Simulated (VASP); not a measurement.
# SnTe (Fm-3m) in VASP: single point with PBE

Aim: the single point of SnTe with PBE.

All numbers are computed with VASP 6.6.1; they aren't measurements. Logs are shortened: lines on timing, memory, paths and dates and some standing lists are left out, and cuts for length are marked.

## 1. The cell of the first run

The structure is cubic, space group Fm-3m (No. 225). The conventional cell has a = 6.520 Å, b = 6.520 Å, c = 6.520 Å, α = 90.00°, β = 90.00°, γ = 90.00°. Sn (site symmetry m-3m) has 6 Te at 3.26 Å within 4.3 Å. Within 4.3 Å of Te (site symmetry m-3m) lie 6 Sn at 3.26 Å.

## 2. Single point, PBE (Se replaced by Te, lengths x 1.042, strained)

File INCAR:

```
SYSTEM = SnTe
  PREC = Accurate
  ENCUT = 520
  EDIFF = 1E-7
  ISMEAR = 0
  SIGMA = 0.01
  LREAL = .FALSE.
  LASPH = .TRUE.
  NELM = 100
  ALGO = Normal
  ISIF = 2
  LWAVE = .FALSE.
  LCHARG = .FALSE.
  GGA = PE
  NBANDS = 17
```

File KPOINTS:

```
Automatic mesh
0
G
  10 10 10
  0 0 0
```

File POSCAR:

```
SnTe
1.0
    0.0000000000      3.2601501757      3.2601501757
    3.2601501757      0.0000000000      3.2601501757
    3.2601501757      3.2601501757      0.0000000000
Sn Te
1 1
Direct
    0.0000000000      0.0000000000      0.0000000000
    0.5000000000      0.5000000000      0.5000000000
```

Potentials or basis: VASP PAW PBE potentials, release 64 (Sn_d, Te).

Launch:

```
$ cat potpaw_PBE.64/Sn_d/POTCAR potpaw_PBE.64/Te/POTCAR > POTCAR
$ mpirun -np 1 vasp_std > vasp.out
```

OUTCAR:

```text
SYSTEM = SnTe
   PREC = Accurate
   ENCUT = 520
   EDIFF = 1E-7
   ISMEAR = 0
   LREAL = .FALSE.
   LASPH = .TRUE.
   NELM = 100
   ISIF = 2
   GGA = PE

 ion  position               nearest neighbor table
   1  0.000  0.000  0.000-   2 3.26   2 3.26   2 3.26   2 3.26   2 3.26   2 3.26
   2  0.500  0.500  0.500-   1 3.26   1 3.26   1 3.26   1 3.26   1 3.26   1 3.26

  LATTYP: Found a face centered cubic cell.
 ALAT       =     6.5203003514

  Lattice vectors:

 A1 = (   0.0000000000,   3.2601501757,   3.2601501757)
 A2 = (   3.2601501757,   0.0000000000,   3.2601501757)
 A3 = (   3.2601501757,   3.2601501757,   0.0000000000)

Analysis of symmetry for initial positions (statically):
=====================================================================
 Subroutine PRICEL returns:
 Original cell was already a primitive cell.

 Routine SETGRP: Setting up the symmetry group for a
 face centered cubic supercell.

 Subroutine GETGRP returns: Found 48 space group operations
 (whereof 48 operations were pure point group operations)
 out of a pool of 48 trial point group operations.

The static configuration has the point symmetry O_h .

Analysis of symmetry for dynamics (positions and initial velocities):
=====================================================================
 Subroutine PRICEL returns:
 Original cell was already a primitive cell.

 Routine SETGRP: Setting up the symmetry group for a
 face centered cubic supercell.

 Subroutine GETGRP returns: Found 48 space group operations
 (whereof 48 operations were pure point group operations)
 out of a pool of 48 trial point group operations.

The dynamic configuration has the point symmetry O_h .

 Subroutine INISYM returns: Found 48 space group operations
 (whereof 48 operations are pure point group operations),
 and found     1 'primitive' translations

----------------------------------------------------------------------------------------

                                     Primitive cell

  volume of cell :      69.3015

  direct lattice vectors                    reciprocal lattice vectors
     0.000000000  3.260150176  3.260150176    -0.153367168  0.153367168  0.153367168
     3.260150176  0.000000000  3.260150176     0.153367168 -0.153367168  0.153367168
     3.260150176  3.260150176  0.000000000     0.153367168  0.153367168 -0.153367168

  length of vectors
     4.610548594  4.610548594  4.610548594     0.265639727  0.265639727  0.265639727

  position of ions in fractional coordinates (direct lattice)
[... 8 lines left out ...]
----------------------------------------------------------------------------------------

 KPOINTS: Automatic mesh

Automatic generation of k-mesh.
 Grid dimensions read from file:
 generate k-points for:   10   10   10

 Generating k-lattice:

  Cartesian coordinates                     Fractional coordinates (reciprocal lattice)
    -0.015336717  0.015336717  0.015336717     0.100000000  0.000000000  0.000000000
     0.015336717 -0.015336717  0.015336717     0.000000000  0.100000000  0.000000000
     0.015336717  0.015336717 -0.015336717     0.000000000  0.000000000  0.100000000

  Length of vectors
     0.026563973  0.026563973  0.026563973

  Shift w.r.t. Gamma in fractional coordinates (k-lattice)
     0.000000000  0.000000000  0.000000000

 Subroutine IBZKPT returns following result:
 ===========================================

 Found     47 irreducible k-points:

 Following reciprocal coordinates:
            Coordinates               Weight
  0.000000  0.000000  0.000000      1.000000
  0.100000  0.000000  0.000000      8.000000
  0.200000  0.000000  0.000000      8.000000
  0.300000  0.000000  0.000000      8.000000
  0.400000  0.000000  0.000000      8.000000
  0.500000  0.000000  0.000000      4.000000
[... 16 lines left out ...]
  0.300000  0.300000  0.000000      6.000000
  0.400000  0.300000  0.000000     24.000000
 [... further k-points ...]
   k-points           NKPTS =     47   k-points in BZ     NKDIM =     47   number of bands    NBANDS=     17
   number of dos      NEDOS =    301   number of ions     NIONS =      2
   total plane-waves  NPLWV =  46656
   dimension x,y,z NGX =    36 NGY =   36 NGZ =   36
   dimension x,y,z NGXF=    72 NGYF=   72 NGZF=   72
   ions per type =               1   1
   NGX,Y,Z   is equivalent  to a cutoff of  12.98, 12.98, 12.98 a.u.
   NGXF,Y,Z  is equivalent  to a cutoff of  25.96, 25.96, 25.96 a.u.
 SYSTEM =  SnTe
   PREC   = accura    normal or accurate (medium, high low for compatibility)
   ISTART =      0    job   : 0-new  1-cont  2-samecut
   ICHARG =      2    charge: 1-file 2-atom 10-const
   ISPIN  =      1    spin polarized calculation?
   LNONCOLLINEAR =      F non collinear calculations
   LSORBIT =      F    spin-orbit coupling
   LASPH  =      T    aspherical Exc in radial PAW
   ENCUT  =  520.0 eV  38.22 Ry    6.18 a.u.   8.57  8.57  8.57*2*pi/ulx,y,z
   NELM   =    100;   NELMIN=  2; NELMDL= -5     # of ELM steps
   EDIFF  = 0.1E-06   stopping-criterion for ELM
   LREAL  =      F    real-space projection
   EDIFFG = 0.1E-05   stopping-criterion for IOM
   NSW    =      0    number of steps for IOM
   IBRION =     -1    ionic relax: 0-MD 1-quasi-New 2-CG
   NFREE  =      0    steps in history (QN), initial steepest desc. (CG)
   ISIF   =      2    stress and relaxation
   ISYM   =      2    0-nonsym 1-usesym 2-fastsym
   POTIM  = 0.5000    time-step for ionic-motion
   TEBEG  =    0.0;   TEEND  =   0.0 temperature during run
   PSTRESS=    0.0 pullay stress
   NELECT =      20.0000    total number of electrons
   NUPDOWN=      -1.0000    fix difference up-down
   EMIN   =  10.00;   EMAX   =-10.00  energy-range for DOS
   EFERMI =   0.00;   METHOD = LEGACY
   ISMEAR =     0;   SIGMA  =   0.01  broadening in eV -4-tet -1-fermi 0-gaus
   EFERMI_NEDOS =   21; number of points for ismear=-14 and -15
   IALGO  =     38    algorithm
   IMIX   =      4    mixing-type and parameters
     AMIX     =   0.40;   BMIX     =  1.00
     AMIX_MAG =   1.60;   BMIX_MAG =  1.00
  volume/ion in A,a.u.               =      34.65       233.83
  Fermi-wavevector in a.u.,A,eV,Ry     =   1.081859  2.044417 15.924508  1.170418
  Thomas-Fermi vector in A             =   2.217886
   LORBIT       =      0    0 simple, 1 ext, 2 COOP (PROOUT), +10 PAW based schemes
   GGA     = PE    functional components
   LHFCALC =     F    Hartree Fock is set to
   AEXX    =    0.0000 exact exchange contribution
   IVDW    =     0    specifies the selected vdW correction
   LEPSILON=     F    determine dielectric tensor
   LRPA    =     F    only Hartree local field effects (RPA)
 non-spin polarized calculation
 Gauss-broadening in eV      SIGMA  =   0.01
  energy-cutoff  :      520.00
  volume of cell :       69.30
 maximum number of plane-waves:      1892
 NGX is ok and might be reduce to    36
   NGX = 17   NGY = 17   NGZ = 17

 number of electron      19.9999996 magnetization

 Free energy of the ion-electron system (eV)
  ---------------------------------------------------
  ext. energy  EPLUGINS =         0.00000000
  ---------------------------------------------------
  free energy    TOTEN  =        -7.54428323 eV

  energy without entropy =       -7.54428323  energy(sigma->0) =       -7.54428323

 E-fermi :   5.7695     XC(G=0):  -9.0413

 val. band max:        5.6247233321   @ k =   0.5000   0.0000   0.0000
 cond. band min:       5.8106004946   @ k =   0.5000   0.0000   0.0000
 fundamental gap:      0.1858771625
 Fermi energy:         5.7694935997

 k-point     1 :       0.0000    0.0000    0.0000
  band No.  band energies     occupation
      1     -16.1495      2.00000
      2     -16.1495      2.00000
      3     -16.1488      2.00000
      4     -16.1488      2.00000
      5     -16.1488      2.00000
      6      -6.3528      2.00000
[... 9 lines left out ...]
     16      10.6668      0.00000
     17      12.5334      0.00000

 k-point     2 :       0.1000    0.0000    0.0000
  band No.  band energies     occupation
      1     -16.1498      2.00000
      2     -16.1498      2.00000
      3     -16.1487      2.00000
      4     -16.1484      2.00000
      5     -16.1484      2.00000
      6      -6.2811      2.00000
[... 9 lines left out ...]
     16      10.8564      0.00000
     17      13.0964      0.00000

 k-point     3 :       0.2000    0.0000    0.0000
  band No.  band energies     occupation
      1     -16.1506      2.00000
      2     -16.1506      2.00000
      3     -16.1484      2.00000
      4     -16.1472      2.00000
      5     -16.1472      2.00000
      6      -6.0754      2.00000
[... 9 lines left out ...]
     16      11.3929      0.00000
     17      14.3958      0.00000

 k-point     4 :       0.3000    0.0000    0.0000
  band No.  band energies     occupation
      1     -16.1516      2.00000
      2     -16.1516      2.00000
      3     -16.1480      2.00000
      4     -16.1457      2.00000
      5     -16.1457      2.00000
      6      -5.7723      2.00000
[... 9 lines left out ...]
     16      12.2419      0.00000
     17      15.8117      0.00000

 k-point     5 :       0.4000    0.0000    0.0000
  band No.  band energies     occupation
      1     -16.1525      2.00000
      2     -16.1525      2.00000
      3     -16.1477      2.00000
      4     -16.1445      2.00000
      5     -16.1445      2.00000
      6      -5.4616      2.00000
[... 9 lines left out ...]
     16      13.3638      0.00000
     17      15.2170      0.00000

 k-point     6 :       0.5000    0.0000    0.0000
  band No.  band energies     occupation
      1     -16.1528      2.00000
      2     -16.1528      2.00000
      3     -16.1476      2.00000
      4     -16.1441      2.00000
      5     -16.1441      2.00000
      6      -5.3170      2.00000
[... 9 lines left out ...]
     16      14.4781      0.00000
     17      14.4781      0.00000
[... 281 lines left out ...]
 k-point    21 :      -0.3000    0.2000    0.0000
  band No.  band energies     occupation
      1     -16.1528      2.00000
      2     -16.1516      2.00000
      3     -16.1469      2.00000
      4     -16.1452      2.00000
      5     -16.1450      2.00000
      6      -5.3961      2.00000
[... 9 lines left out ...]
     16      13.5897      0.00000
     17      14.7363      0.00000

 k-point    22 :      -0.2000    0.2000    0.0000
  band No.  band energies     occupation
      1     -16.1516      2.00000
      2     -16.1516      2.00000
      3     -16.1477      2.00000
      4     -16.1463      2.00000
      5     -16.1451      2.00000
      6      -5.6770      2.00000
[... 9 lines left out ...]
     16      13.5901      0.00000
     17      14.0685      0.00000

 k-point    23 :       0.3000    0.3000    0.0000
  band No.  band energies     occupation
      1     -16.1555      2.00000
      2     -16.1503      2.00000
      3     -16.1476      2.00000
      4     -16.1444      2.00000
      5     -16.1444      2.00000
      6      -5.6079      2.00000
[... 9 lines left out ...]
     16      14.0415      0.00000
     17      14.1735      0.00000

 k-point    24 :       0.4000    0.3000    0.0000
  band No.  band energies     occupation
      1     -16.1566      2.00000
      2     -16.1502      2.00000
      3     -16.1477      2.00000
      4     -16.1436      2.00000
      5     -16.1434      2.00000
      6      -5.3888      2.00000
[... 9 lines left out ...]
     16      14.6307      0.00000
     17      15.1552      0.00000

 [... further k-points ...]
[... 5 lines left out ...]
  --------------------------------------------------------------------------------------
  -------------------------------------------------------------------------------------
  Total       -0.8093050     -0.8093050     -0.8093050     -0.0000000     -0.0000000      0.0000000
  in kB      -18.7102665    -18.7102665    -18.7102665     -0.0000000     -0.0000000      0.0000000
  external PRESSURE =     -18.7102665 kB  Pullay stress =       0.0000000 kB

 VOLUME and BASIS-vectors are now :
 -----------------------------------------------------------------------------
  energy-cutoff  :      520.00
  volume of cell :       69.30
      direct lattice vectors                 reciprocal lattice vectors
     0.000000000  3.260150176  3.260150176    -0.153367168  0.153367168  0.153367168
     3.260150176  0.000000000  3.260150176     0.153367168 -0.153367168  0.153367168
     3.260150176  3.260150176  0.000000000     0.153367168  0.153367168 -0.153367168

 POSITION                                       TOTAL-FORCE (eV/Angst)
 -----------------------------------------------------------------------------------
      0.00000      0.00000      0.00000         0.000000     -0.000000      0.000000
      3.26015      3.26015      3.26015        -0.000000      0.000000     -0.000000
 -----------------------------------------------------------------------------------
    total drift:                               -0.000000      0.000000      0.000000

  FREE ENERGIE OF THE ION-ELECTRON SYSTEM (eV)
  ---------------------------------------------------
  free  energy   TOTEN  =        -7.5442832293 eV

  energy  without entropy=       -7.5442832293  energy(sigma->0) =       -7.54428323
```

It took 27 s on 1 thread of Intel Xeon Platinum 8559C (Emerald Rapids), shared host; peak memory 0.23 GiB.

Results:

```yaml
Free_energy: -7.5443 eV
Pressure: -1.9 GPa
Band_gap_on_the_k_mesh: 0.19 eV, direct
```

Caveat: the cell differs from its parent crystal (Se replaced by Te, lengths x 1.042, strained); spin-orbit coupling is left out, which moves the levels of the heavy elements.
